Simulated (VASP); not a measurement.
# KMgH3 in VASP: notebook

The runs below take KMgH3 through single point, with LDA.

All numbers are computed with VASP 6.6.1; they aren't measurements. Logs are shortened: lines on timing, memory, paths and dates and some standing lists are left out, and cuts for length are marked.

## Step 1: The cell of the first run

The structure is cubic, space group Pm-3m (No. 221). Conventional cell: a = 4.126 Å, b = 4.126 Å, c = 4.126 Å, α = 90.00°, β = 90.00°, γ = 90.00°. Within 3.8 Å of K (site symmetry m-3m) lie 12 H at 2.92 Å and 8 Mg at 3.57 Å. Mg (site symmetry m-3m) has 6 H at 2.06 Å within 2.7 Å. Within 2.7 Å of H (site symmetry 4/mmm) lie 2 Mg at 2.06 Å.

## Step 2: Single point, LDA (strain +0.025 along x and y, +0.025 along z)

INCAR

```
PREC     = Accurate       # precision mode
ENCUT    = 520            # plane-wave cutoff, eV
EDIFF    = 1E-6           # SCF threshold, eV
ISMEAR   = 0              # smearing method
SIGMA    = 0.05           # smearing width, eV
LREAL    = F              # projectors in reciprocal space
LASPH    = T              # aspherical terms in the spheres
NELM     = 60             # most SCF steps
ALGO     = Normal         # electronic algorithm
ISIF     = 2              # what is computed and relaxed
LWAVE    = F              # write WAVECAR
LCHARG   = F              # write CHGCAR
GGA      = CA             # functional
NBANDS   = 15             # bands
```

KPOINTS

```
regular mesh
0
Gamma
  8 8 8
```

POSCAR

```
KMgH3
1.0
    4.1256250000      0.0000000000      0.0000000000
    0.0000000000      4.1256250000      0.0000000000
    0.0000000000      0.0000000000      4.1256250000
K Mg H
1 1 3
Direct
    0.0000000000      0.0000000000      0.0000000000
    0.5000000000      0.5000000000      0.5000000000
    0.0000000000      0.5000000000      0.5000000000
    0.5000000000      0.0000000000      0.5000000000
    0.5000000000      0.5000000000      0.0000000000
```

Potentials or basis: VASP PAW LDA potentials, release 64 (K_sv, Mg, H).

On the command line:

```bash
$ cat potpaw_LDA.64/K_sv/POTCAR potpaw_LDA.64/Mg/POTCAR potpaw_LDA.64/H/POTCAR > POTCAR
$ mpirun -np 1 vasp_std > vasp.out
```

OUTCAR:

```text
PREC = Accurate
   ENCUT = 520
   EDIFF = 1E-6
   ISMEAR = 0
   LREAL = F
   LASPH = T
   NELM = 60
   ISIF = 2
   GGA = CA

 ion  position               nearest neighbor table
   1  0.000  0.000  0.000-   2 3.57   2 3.57   2 3.57   2 3.57   2 3.57   2 3.57   2 3.57   2 3.57

   2  0.500  0.500  0.500-   3 2.06   4 2.06   5 2.06   5 2.06   4 2.06   3 2.06   1 3.57   1 3.57
                             1 3.57   1 3.57   1 3.57   1 3.57   1 3.57   1 3.57
   3  0.000  0.500  0.500-   2 2.06   2 2.06
   4  0.500  0.000  0.500-   2 2.06   2 2.06
   5  0.500  0.500  0.000-   2 2.06   2 2.06

  LATTYP: Found a simple cubic cell.
 ALAT       =     4.1256250000

  Lattice vectors:

 A1 = (   4.1256250000,   0.0000000000,   0.0000000000)
 A2 = (   0.0000000000,   4.1256250000,   0.0000000000)
 A3 = (   0.0000000000,   0.0000000000,   4.1256250000)

Analysis of symmetry for initial positions (statically):
=====================================================================
 Subroutine PRICEL returns:
 Original cell was already a primitive cell.

 Routine SETGRP: Setting up the symmetry group for a
 simple cubic supercell.

 Subroutine GETGRP returns: Found 48 space group operations
 (whereof 48 operations were pure point group operations)
 out of a pool of 48 trial point group operations.

The static configuration has the point symmetry O_h .

Analysis of symmetry for dynamics (positions and initial velocities):
=====================================================================
 Subroutine PRICEL returns:
 Original cell was already a primitive cell.

 Routine SETGRP: Setting up the symmetry group for a
 simple cubic supercell.

 Subroutine GETGRP returns: Found 48 space group operations
 (whereof 48 operations were pure point group operations)
 out of a pool of 48 trial point group operations.

The dynamic configuration has the point symmetry O_h .

 Subroutine INISYM returns: Found 48 space group operations
 (whereof 48 operations are pure point group operations),
 and found     1 'primitive' translations

----------------------------------------------------------------------------------------

                                     Primitive cell

  volume of cell :      70.2214

  direct lattice vectors                    reciprocal lattice vectors
     4.125625000  0.000000000  0.000000000     0.242387517  0.000000000  0.000000000
     0.000000000  4.125625000  0.000000000     0.000000000  0.242387517  0.000000000
     0.000000000  0.000000000  4.125625000     0.000000000  0.000000000  0.242387517

  length of vectors
     4.125625000  4.125625000  4.125625000     0.242387517  0.242387517  0.242387517

  position of ions in fractional coordinates (direct lattice)
     0.000000000  0.000000000  0.000000000
     0.500000000  0.500000000  0.500000000
     0.000000000  0.500000000  0.500000000
     0.500000000  0.000000000  0.500000000
     0.500000000  0.500000000  0.000000000

  ion indices of the primitive-cell ions
   primitive index   ion index
                 1           1
                 2           2
                 3           3
                 4           4
                 5           5

----------------------------------------------------------------------------------------

 KPOINTS: regular mesh

Automatic generation of k-mesh.
 Grid dimensions read from file:
 generate k-points for:    8    8    8

 Generating k-lattice:

  Cartesian coordinates                     Fractional coordinates (reciprocal lattice)
     0.030298440  0.000000000  0.000000000     0.125000000  0.000000000  0.000000000
     0.000000000  0.030298440  0.000000000     0.000000000  0.125000000  0.000000000
     0.000000000  0.000000000  0.030298440     0.000000000  0.000000000  0.125000000

  Length of vectors
     0.030298440  0.030298440  0.030298440

  Shift w.r.t. Gamma in fractional coordinates (k-lattice)
     0.000000000  0.000000000  0.000000000

 Subroutine IBZKPT returns following result:
 ===========================================

 Found     35 irreducible k-points:

 Following reciprocal coordinates:
            Coordinates               Weight
  0.000000  0.000000  0.000000      1.000000
  0.125000  0.000000  0.000000      6.000000
  0.250000  0.000000  0.000000      6.000000
  0.375000  0.000000  0.000000      6.000000
  0.500000  0.000000  0.000000      3.000000
  0.125000  0.125000  0.000000     12.000000
[... 16 lines left out ...]
  0.375000  0.375000  0.125000     24.000000
  0.500000  0.375000  0.125000     24.000000
 [... further k-points ...]
   k-points           NKPTS =     35   k-points in BZ     NKDIM =     35   number of bands    NBANDS=     15
   number of dos      NEDOS =    301   number of ions     NIONS =      5
   total plane-waves  NPLWV =  32768
   dimension x,y,z NGX =    32 NGY =   32 NGZ =   32
   dimension x,y,z NGXF=    64 NGYF=   64 NGZF=   64
   ions per type =               1   1   3
   NGX,Y,Z   is equivalent  to a cutoff of  12.89, 12.89, 12.89 a.u.
   NGXF,Y,Z  is equivalent  to a cutoff of  25.79, 25.79, 25.79 a.u.
 SYSTEM =  unknown system
   PREC   = accura    normal or accurate (medium, high low for compatibility)
   ISTART =      0    job   : 0-new  1-cont  2-samecut
   ICHARG =      2    charge: 1-file 2-atom 10-const
   ISPIN  =      1    spin polarized calculation?
   LNONCOLLINEAR =      F non collinear calculations
   LSORBIT =      F    spin-orbit coupling
   LASPH  =      T    aspherical Exc in radial PAW
   ENCUT  =  520.0 eV  38.22 Ry    6.18 a.u.   7.67  7.67  7.67*2*pi/ulx,y,z
   NELM   =     60;   NELMIN=  2; NELMDL= -5     # of ELM steps
   EDIFF  = 0.1E-05   stopping-criterion for ELM
   LREAL  =      F    real-space projection
   EDIFFG = 0.1E-04   stopping-criterion for IOM
   NSW    =      0    number of steps for IOM
   IBRION =     -1    ionic relax: 0-MD 1-quasi-New 2-CG
   NFREE  =      0    steps in history (QN), initial steepest desc. (CG)
   ISIF   =      2    stress and relaxation
   ISYM   =      2    0-nonsym 1-usesym 2-fastsym
   POTIM  = 0.5000    time-step for ionic-motion
   TEBEG  =    0.0;   TEEND  =   0.0 temperature during run
   PSTRESS=    0.0 pullay stress
   NELECT =      14.0000    total number of electrons
   NUPDOWN=      -1.0000    fix difference up-down
   EMIN   =  10.00;   EMAX   =-10.00  energy-range for DOS
   EFERMI =   0.00;   METHOD = LEGACY
   ISMEAR =     0;   SIGMA  =   0.05  broadening in eV -4-tet -1-fermi 0-gaus
   EFERMI_NEDOS =   21; number of points for ismear=-14 and -15
   IALGO  =     38    algorithm
   IMIX   =      4    mixing-type and parameters
     AMIX     =   0.40;   BMIX     =  1.00
     AMIX_MAG =   1.60;   BMIX_MAG =  1.00
  volume/ion in A,a.u.               =      14.04        94.78
  Fermi-wavevector in a.u.,A,eV,Ry     =   0.956374  1.807285 12.444585  0.914651
  Thomas-Fermi vector in A             =   2.085296
   LORBIT       =      0    0 simple, 1 ext, 2 COOP (PROOUT), +10 PAW based schemes
   GGA     = CA    functional components
   LHFCALC =     F    Hartree Fock is set to
   AEXX    =    0.0000 exact exchange contribution
   IVDW    =     0    specifies the selected vdW correction
   LEPSILON=     F    determine dielectric tensor
   LRPA    =     F    only Hartree local field effects (RPA)
 non-spin polarized calculation
 Gauss-broadening in eV      SIGMA  =   0.05
  energy-cutoff  :      520.00
  volume of cell :       70.22
 maximum number of plane-waves:      1924
 NGX is ok and might be reduce to    32
   NGX = 15   NGY = 15   NGZ = 15

 number of electron      14.0000005 magnetization

 Free energy of the ion-electron system (eV)
  ---------------------------------------------------
  ext. energy  EPLUGINS =         0.00000000
  ---------------------------------------------------
  free energy    TOTEN  =       -14.95885199 eV

  energy without entropy =      -14.95885199  energy(sigma->0) =      -14.95885199

 E-fermi :  -0.2893     XC(G=0):  -8.5440

 val. band max:       -0.5655109583   @ k =   0.5000   0.0000   0.0000
 cond. band min:       1.2572824532   @ k =   0.5000   0.5000   0.5000
 fundamental gap:      1.8227934115
 Fermi energy:        -0.2892760458

 k-point     1 :       0.0000    0.0000    0.0000
  band No.  band energies     occupation
      1     -29.3725      2.00000
      2     -13.0726      2.00000
      3     -13.0726      2.00000
      4     -13.0726      2.00000
      5      -5.9414      2.00000
      6      -1.0026      2.00000
      7      -1.0026      2.00000
      8       4.6766      0.00000
      9       4.6766      0.00000
     10       4.6766      0.00000
     11       7.1054      0.00000
     12       7.1054      0.00000
     13       8.0058      0.00000
     14       8.0058      0.00000
     15       8.2034      0.00000

 k-point     2 :       0.1250    0.0000    0.0000
  band No.  band energies     occupation
      1     -29.3711      2.00000
      2     -13.1030      2.00000
      3     -13.0701      2.00000
      4     -13.0701      2.00000
      5      -5.8024      2.00000
      6      -1.2585      2.00000
      7      -0.9464      2.00000
      8       4.6380      0.00000
      9       4.6380      0.00000
     10       4.7356      0.00000
     11       6.6981      0.00000
     12       7.2497      0.00000
     13       7.9731      0.00000
     14       7.9731      0.00000
     15       8.0670      0.00000
[... 365 lines left out ...]
      3     -13.1980      2.00000
      4     -13.0673      2.00000
      5      -3.9174      2.00000
      6      -2.3542      2.00000
      7      -2.1233      2.00000
      8       3.2752      0.00000
      9       3.9430      0.00000
     10       5.7424      0.00000
     11       5.9812      0.00000
     12       6.7497      0.00000
     13       8.0311      0.00000
     14       8.7418      0.00000
     15       9.2486      0.00000

 k-point    24 :       0.5000    0.3750    0.1250
  band No.  band energies     occupation
      1     -29.3542      2.00000
      2     -13.2266      2.00000
      3     -13.1960      2.00000
      4     -13.0645      2.00000
      5      -3.6208      2.00000
      6      -2.6327      2.00000
      7      -2.1476      2.00000
      8       3.1693      0.00000
      9       3.8966      0.00000
     10       5.5772      0.00000
     11       5.8501      0.00000
     12       7.2390      0.00000
     13       7.7899      0.00000
     14       8.9214      0.00000
     15       9.3192      0.00000

 [... further k-points ...]
[... 5 lines left out ...]
  --------------------------------------------------------------------------------------
  -------------------------------------------------------------------------------------
  Total       -2.2290363     -2.2290363     -2.2290363      0.0000000      0.0000000      0.0000000
  in kB      -50.8579060    -50.8579060    -50.8579060      0.0000000      0.0000000      0.0000000
  external PRESSURE =     -50.8579060 kB  Pullay stress =       0.0000000 kB

 VOLUME and BASIS-vectors are now :
 -----------------------------------------------------------------------------
  energy-cutoff  :      520.00
  volume of cell :       70.22
      direct lattice vectors                 reciprocal lattice vectors
     4.125625000  0.000000000  0.000000000     0.242387517  0.000000000  0.000000000
     0.000000000  4.125625000  0.000000000     0.000000000  0.242387517  0.000000000
     0.000000000  0.000000000  4.125625000     0.000000000  0.000000000  0.242387517

 POSITION                                       TOTAL-FORCE (eV/Angst)
 -----------------------------------------------------------------------------------
      0.00000      0.00000      0.00000         0.000000      0.000000      0.000000
      2.06281      2.06281      2.06281         0.000000      0.000000      0.000000
      0.00000      2.06281      2.06281         0.000000      0.000000      0.000000
      2.06281      0.00000      2.06281         0.000000      0.000000      0.000000
      2.06281      2.06281      0.00000         0.000000      0.000000      0.000000
 -----------------------------------------------------------------------------------
    total drift:                                0.000000     -0.000000      0.000000

  FREE ENERGIE OF THE ION-ELECTRON SYSTEM (eV)
  ---------------------------------------------------
  free  energy   TOTEN  =       -14.9588519866 eV

  energy  without entropy=      -14.9588519866  energy(sigma->0) =      -14.95885199
```

It took 8.7 s on 1 thread of Intel Xeon 6975P-C (Granite Rapids), shared host; peak memory 0.18 GiB.

What came out:

```yaml
Free_energy: -14.9589 eV
Pressure: -5.1 GPa
Band_gap_on_the_k_mesh: 1.82 eV, indirect (least direct gap 3.86 eV)
```

Caveat: the cell differs from its parent crystal (strain +0.025 along x and y, +0.025 along z). A k mesh can miss the band edges.

## Step 3: Single point, LDA (strain +0.050 along x and y, +0.050 along z)

INCAR

```
SYSTEM = KMgH3
ALGO = Normal ; EDIFF = 1E-7
ENCUT = 520 ; GGA = CA
ISIF = 2 ; ISMEAR = 0
LASPH = .True. ; LCHARG = .True.
LELF = .True. ; LREAL = .False.
LVHAR = .True. ; LWAVE = .False.
NBANDS = 15 ; NELM = 100
PREC = Accurate ; SIGMA = 0.05
```

KPOINTS

```
k-points
0
Gamma
  8 8 8
  0 0 0
```

POSCAR, as its differences from that of step 2:

```diff
@@ -2,5 +2,5 @@
 1.0
-    4.1256250000      0.0000000000      0.0000000000
-    0.0000000000      4.1256250000      0.0000000000
-    0.0000000000      0.0000000000      4.1256250000
+    4.2262500000      0.0000000000      0.0000000000
+    0.0000000000      4.2262500000      0.0000000000
+    0.0000000000      0.0000000000      4.2262500000
 K Mg H
```

Potentials or basis: VASP PAW LDA potentials, release 64 (K_sv, Mg, H).

On the command line:

```bash
$ cat potpaw_LDA.64/K_sv/POTCAR potpaw_LDA.64/Mg/POTCAR potpaw_LDA.64/H/POTCAR > POTCAR
$ mpirun -np 1 vasp_std > vasp.out
```

It took 10 s on 1 thread of Intel Xeon 6975P-C (Granite Rapids), shared host; peak memory 0.18 GiB.

The run converged. Its results:

| Quantity | Value |
| --- | --- |
| Free energy | -14.7712 eV |
| Pressure | -6.4 GPa |
| Band gap on the k mesh | 1.61 eV, indirect (least direct gap 3.53 eV) |

Levels at points of the mesh, in eV from the valence-band top:
| k point | band 4 | band 5 | band 6 | band 7 | band 8 | band 9 | band 10 | band 11 |
| --- | --- | --- | --- | --- | --- | --- | --- | --- |
| (0.00, 0.00, 0.00) | -12.60 | -5.13 | -0.39 | -0.39 | 5.02 | 5.02 | 5.02 | 7.51 |
| (0.50, 0.00, 0.00) | -12.59 | -3.71 | -2.58 | 0.00 | 4.84 | 4.84 | 5.52 | 6.54 |
| (0.50, 0.50, 0.00) | -12.58 | -2.74 | -1.87 | -1.87 | 3.19 | 5.22 | 6.44 | 6.44 |
| (0.50, 0.50, 0.50) | -12.69 | -1.92 | -1.92 | -1.92 | 1.61 | 4.98 | 4.98 | 4.98 |

Caveat: the cell differs from its parent crystal (strain +0.050 along x and y, +0.050 along z).

## Step 4: Single point, LDA (strain -0.050 along x and y, -0.025 along z)

INCAR

```
SYSTEM = KMgH3
ALGO     = Normal         ! electronic algorithm
EDIFF    = 1E-6           ! SCF threshold, eV
ENCUT    = 520            ! plane-wave cutoff, eV
GGA      = CA             ! functional
ISIF     = 2              ! what is computed and relaxed
ISMEAR   = 0              ! smearing method
LASPH    = .True.         ! aspherical terms in the spheres
LCHARG   = .True.         ! write CHGCAR
LELF     = .True.         ! ELF
LREAL    = .False.        ! projectors in reciprocal space
LVHAR    = .True.       
LWAVE    = .False.        ! write WAVECAR
NBANDS   = 15             ! bands
NELM     = 100            ! most SCF steps
PREC     = Accurate       ! precision mode
SIGMA    = 0.05           ! smearing width, eV
```

KPOINTS is that of step 3.

POSCAR, as its differences from that of step 3:

```diff
@@ -2,5 +2,5 @@
 1.0
-    4.2262500000      0.0000000000      0.0000000000
-    0.0000000000      4.2262500000      0.0000000000
-    0.0000000000      0.0000000000      4.2262500000
+    3.8237500000      0.0000000000      0.0000000000
+    0.0000000000      3.8237500000      0.0000000000
+    0.0000000000      0.0000000000      3.9243750000
 K Mg H
```

On the command line:

```bash
$ cat potpaw_LDA.64/K_sv/POTCAR potpaw_LDA.64/Mg/POTCAR potpaw_LDA.64/H/POTCAR > POTCAR
$ mpirun -np 1 vasp_std > vasp.out
```

Run time: 18 s. Hardware: 1 thread of Intel Xeon 6975P-C (Granite Rapids), shared host; peak memory 0.19 GiB.

It converged, with:

| Quantity | Value |
| --- | --- |
| Free energy | -15.1267 eV |
| Pressure | 1.7 GPa |
| Band gap on the k mesh | 2.49 eV, indirect (least direct gap 4.85 eV) |

Stress tensor (GPa, compression positive):
```
2.32 0.00 0.00
0.00 2.32 0.00
0.00 0.00 0.51
```

Levels at points of the mesh, in eV from the valence-band top:
```
           k point  band 4  band 5  band 6  band 7  band 8  band 9  band 10  band 11
(0.00, 0.00, 0.00)  -12.28   -6.09   -0.69   -0.56    5.69    6.10     6.10     7.98
(0.50, 0.00, 0.00)  -12.24   -4.04   -3.17   -0.02    4.99    5.37     5.51     8.05
(0.50, 0.50, 0.00)  -12.24   -3.20   -2.09   -2.09    3.32    6.52     6.52     6.69
(0.00, 0.00, 0.50)  -12.25   -4.20   -3.14    0.00    5.31    5.31     5.51     8.14
(0.50, 0.00, 0.50)  -12.21   -3.35   -2.15   -2.00    3.31    6.74     6.79     6.82
(0.50, 0.50, 0.50)  -12.48   -2.43   -2.43   -2.36    2.49    5.66     5.81     5.81
```

Caveat: the cell differs from its parent crystal (strain -0.050 along x and y, -0.025 along z).

[end of part 1 of 2]
